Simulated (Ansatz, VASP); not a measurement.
Cu: VASP beside Ansatz

```
CELL_PARAMETERS angstrom
-1.44279 1.44279 1.37608
1.44279 -1.44279 1.37608
1.44279 1.44279 -1.37608
ATOMIC_POSITIONS crystal
Cu 0.00000 0.00000 0.00000
```

Alike in both runs: functional r2SCAN0; k mesh 8 × 8 × 8; occupations fermi-dirac, width 0.15 eV; no spin polarisation.

```csv
,VASP,Ansatz
version,VASP 6.6.1,Ansatz 0.2.0
potentials or method,"VASP PAW PBE potentials, release 64 (Cu)",Ansatz PAW
plane-wave cutoff (eV),580,500
valence electrons in the cell,11,19
task,single point,projected density of states
```

|  | VASP | Ansatz | Ansatz less VASP |
| --- | --- | --- | --- |
| gap on the k mesh at the Fermi level (eV) | none | none | - |
| pressure (GPa) | 3.4 | 3.0 | -0.40 |
| traceless stress, the component that is largest in VASP (GPa) | -0.10 | -0.10 | +0.004 |

VASP's potentials were made for PBE, not for r2SCAN0. A gap of «none» marks a metal or a gap that the smearing closes. VASP's potentials hold 11 valence electrons a cell and Ansatz's 19, so a difference there can come from the potentials and not from the codes.

The k mesh is coarse, so the values compare programs but aren't converged.
